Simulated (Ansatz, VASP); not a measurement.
# Li3F in VASP and in Ansatz

Contents of INCAR:

```
PREC = Accurate ; ENCUT = 600
EDIFF = 1E-6 ; ISMEAR = 0
SIGMA = 0.1 ; LREAL = False
LASPH = True ; NELM = 80
ALGO = Normal ; ISIF = 3
LWAVE = False ; LCHARG = False
GGA = PE ; IBRION = 2
NSW = 90 ; EDIFFG = -0.04
```

The input KPOINTS:

```
Automatic mesh
0
Gamma
  6 6 6
```

The input POSCAR:

```
Li3F
1.0
    4.2040719189      0.0000000000      0.0000000000
   -2.1020359595      3.6408330811      0.0000000000
    0.0000000000      0.0000000000      3.3980111647
Li F
3 1
Direct
    0.6666666667      0.0000000000      0.0000000000
    0.3333333333      0.3333333333      0.0000000000
    0.0000000000      0.6666666667      0.0000000000
    0.0000000000      0.0000000000      0.1250000000
```

Input for Ansatz:

```yaml
crystal:
  lattice:
    - [4.2040719189, 0.0, 0.0]
    - [-2.1020359595, 3.6408330811, 0.0]
    - [0.0, 0.0, 3.3980111647]
  atoms:
    - { symbol: Li, position: [0.6666666667, 0.0, 0.0] }
    - { symbol: Li, position: [0.3333333333, 0.3333333333, 0.0] }
    - { symbol: Li, position: [0.0, 0.6666666667, 0.0] }
    - { symbol: F, position: [0.0, 0.0, 0.125] }
basis:
  ecutwfc: 420
kpoints:
  mp_grid: { grid: [6, 6, 6] }
hamiltonian:
  xc: pbe
scf:
  occupations: { method: gaussian, width: 0.1 }
  lower_state_search: "off"
output:
  forces: true
  stress: true
  eigenvalues: true
relax:
  adjacent_minimum: "off"
  f_tol: 0.04
  max_steps: 70
  cell: { stress_tol: 0.4 }
```

Alike in both runs: task relaxation of cell and atoms; functional PBE; k mesh 6 × 6 × 6; occupations gaussian, width 0.1 eV; no spin polarisation.

```csv
,VASP,Ansatz
version,VASP 6.6.1,Ansatz 0.2.0
potentials or method,"VASP PAW PBE potentials, release 64 (Li_sv, F), cutoff 600 eV","scalar-relativistic, plane waves, PAW"
valence electrons in the cell,16,16
```

```csv
,VASP,Ansatz,Ansatz less VASP
"gap on the k mesh at the Fermi level, each at its own relaxed structure (eV)",none,none,-
relaxed volume (Å³/atom),14.38,15.26,+0.875
relaxed cell length with the largest relative difference (Å),5.015,5.157,+0.1422
```

A gap of «none» marks a metal or a gap that the smearing closes. One of these differences is far larger than is usual between the two programs; its cause wasn't traced.

Noted on VASP's run: the cutoff is short for stress, so the pressure is rough.
